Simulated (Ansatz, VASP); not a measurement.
One calculation of Li, two programs

The input INCAR:

```
SYSTEM = Li
PREC = Accurate
ENCUT = 520
EDIFF = 1E-8
ISMEAR = -1
SIGMA = 0.05
LREAL = .FALSE.
LASPH = .TRUE.
NELM = 100
ALGO = Normal
ISIF = 2
LWAVE = .FALSE.
LCHARG = .FALSE.
GGA = PE
LEFG = .TRUE.
NBANDS = 12
```

The input KPOINTS:

```
Automatic mesh
0
G
  12 12 12
  0 0 0
```

File POSCAR:

```
Li
1.0
    1.5504989657      0.8951809952      7.6641830000
   -1.5504989657      0.8951809952      7.6641830000
    0.0000000000     -1.7903619905      7.6641830000
Li
3
Direct
    0.0000000000      0.0000000000      0.0000000000
    0.2220000000      0.2220000000      0.2220000000
    0.7780000000      0.7780000000      0.7780000000
```

Input for Ansatz:

```yaml
crystal:
  lattice:
    - [1.5504989657, 0.8951809952, 7.664183]
    - [-1.5504989657, 0.8951809952, 7.664183]
    - [0.0, -1.7903619905, 7.664183]
  atoms:
    - { symbol: Li, position: [0.0, 0.0, 0.0] }
    - { symbol: Li, position: [0.222, 0.222, 0.222] }
    - { symbol: Li, position: [0.778, 0.778, 0.778] }
kpoints:
  mp_grid: { grid: [12, 12, 12] }
scf:
  occupations: { method: fermi_dirac, width: 0.05 }
hamiltonian:
  xc: pbe
  pseudopotentials: { kind: all_electron, datasets: crystal }
output:
  forces: true
  stress: true
  eigenvalues: true
  efg: { contact_densities: true }
```

Change from the starting cell: zz strain of +1 %, crystal datasets.

Alike in both runs: task electric field gradients; functional PBE; k mesh 12 × 12 × 12; occupations fermi-dirac, width 0.05 eV; no spin polarisation.

```csv
,VASP,Ansatz
version,VASP 6.6.1,Ansatz 0.2.0
potentials or method,"VASP PAW PBE potentials, release 64 (Li_sv), cutoff 520 eV","all-electron PAW with datasets made for the crystal, scalar-relativistic"
```

|  | VASP | Ansatz | Ansatz less VASP |
| --- | --- | --- | --- |
| rms of the force components (eV/Å) | 0.004 | 0.004 | -0.0002 |

Atom by atom the forces differ by 0.000 eV/Å (rms over components). Ansatz ran all-electron here, and VASP with PAW potentials. Ansatz's warnings: printed levels off.

Noted on VASP's run: the cutoff is under 1.25 times that of the potentials, so the pressure is a little rough.
